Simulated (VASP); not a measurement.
MgAl15N16 (a cell with a defect), 32 atoms in the cell. The cell holds a defect, 32 atoms: a = 6.260 Å, b = 6.260 Å, c = 10.035 Å, α = 90.00°, β = 90.00°, γ = 120.00°. 

- Program: VASP 6.6.1
- Task: relaxation of the atoms
- Functional: PBE
- Potentials or basis: VASP PAW PBE potentials, release 64 (Al, Mg, N)
- Cutoff: 520 eV
- k mesh: 1 × 1 × 1, shifted
- Occupations: gaussian, width 0.01 eV
- Spin: no spin polarisation
- Dipole correction: no
- Charge: 1
- Further INCAR settings: LREAL = Auto; ALGO = Normal; EDIFF = 1e-07; ISYM = -1; IBRION = 2; EDIFFG = -0.03; NSW = 100; NELECT = 126.0

Potentials or basis: VASP PAW PBE potentials, release 64 (Al, Mg, N).

Command:

```sh
$ cat potpaw_PBE.64/Al/POTCAR potpaw_PBE.64/Mg/POTCAR potpaw_PBE.64/N/POTCAR > POTCAR
$ mpirun -np 1 vasp_std > vasp.out
```

Hardware: 1 thread of Intel(R) Xeon(R) Platinum 8488C (Sapphire Rapids), with other jobs on the host.

Task: How long does it take, and how much memory?

Result: It took 13 min on 1 thread of Intel(R) Xeon(R) Platinum 8488C (Sapphire Rapids) (shared host), peak memory 0.49 GiB. Counts: scf iterations 191, k points 1, ion steps 14.
